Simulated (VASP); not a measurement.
Here is a VASP 6.6.1 calculation.

INCAR

```
SYSTEM = Si
ALGO = Normal
EDIFF = 1E-6
ENCUT = 520
GGA = CA
ISIF = 2
ISMEAR = -1
LASPH = .TRUE.
LCHARG = .FALSE.
LREAL = Auto
LWAVE = .FALSE.
NBANDS = 48
NELM = 100
PREC = Accurate
SIGMA = 0.05
```

File KPOINTS:

```
k-points
0
G
  2 2 2
  0 0 0
```

File POSCAR:

```
Si
1.0
    0.0000000000      5.4300000000      5.4300000000
    5.4300000000      0.0000000000      5.4300000000
    5.4300000000      5.4300000000      0.0000000000
Si
17
Direct
   -0.0024355492     -0.0037163469      0.0033715091
    0.1235647980      0.1227188352      0.1309412519
   -0.0001603779      0.0001718012      0.4997698110
    0.1231586084      0.1224811164      0.6232056689
   -0.0024841838      0.5027138681      0.0033460835
    0.1271542249      0.6238146115      0.1250671440
   -0.0026751601      0.5026219512      0.4973707775
    0.1231563772      0.6310940359      0.6232016279
    0.5036635352     -0.0036817566      0.0037122486
    0.6251273241      0.1258150715      0.1252323165
    0.5033218100     -0.0037558940      0.4976644589
    0.6309954062      0.1226825631      0.6235831372
    0.5006766953      0.4992195488      0.0007714739
    0.6250815451      0.6238335344      0.1251716399
    0.5032988839      0.5027032564      0.4976002145
    0.6250246106      0.6237837449      0.6272448461
    0.2499303520      0.2500673590      0.7498591906
```

Potentials or basis: VASP PAW LDA potentials, release 64 (Si).

The run is started by

```console
$ cat potpaw_LDA.64/Si/POTCAR > POTCAR
$ mpirun -np 1 vasp_std > vasp.out
```

Problem. What does it give for the largest force?

Solution. 0.016 eV/Å.

Problem. Estimate the pressure.

Solution. 1.7 GPa.

Forces in eV/Å, atoms in the order of the input:
```
Si   0.000 -0.002  0.000
Si  -0.005  0.006  0.004
Si   0.000  0.016 -0.001
Si  -0.003  0.004 -0.004
Si   0.001 -0.001  0.000
Si  -0.009 -0.002  0.010
Si   0.000  0.004 -0.001
Si   0.004  0.003  0.003
Si  -0.001 -0.010  0.000
Si  -0.005 -0.008 -0.004
Si   0.000 -0.002  0.001
Si   0.004  0.007 -0.005
Si   0.000 -0.007  0.001
Si   0.003 -0.008  0.004
Si  -0.001 -0.001  0.001
Si   0.011 -0.002 -0.009
Si   0.000  0.006  0.000
```

Caveat: the k points lie up to 0.50 Å⁻¹ apart.
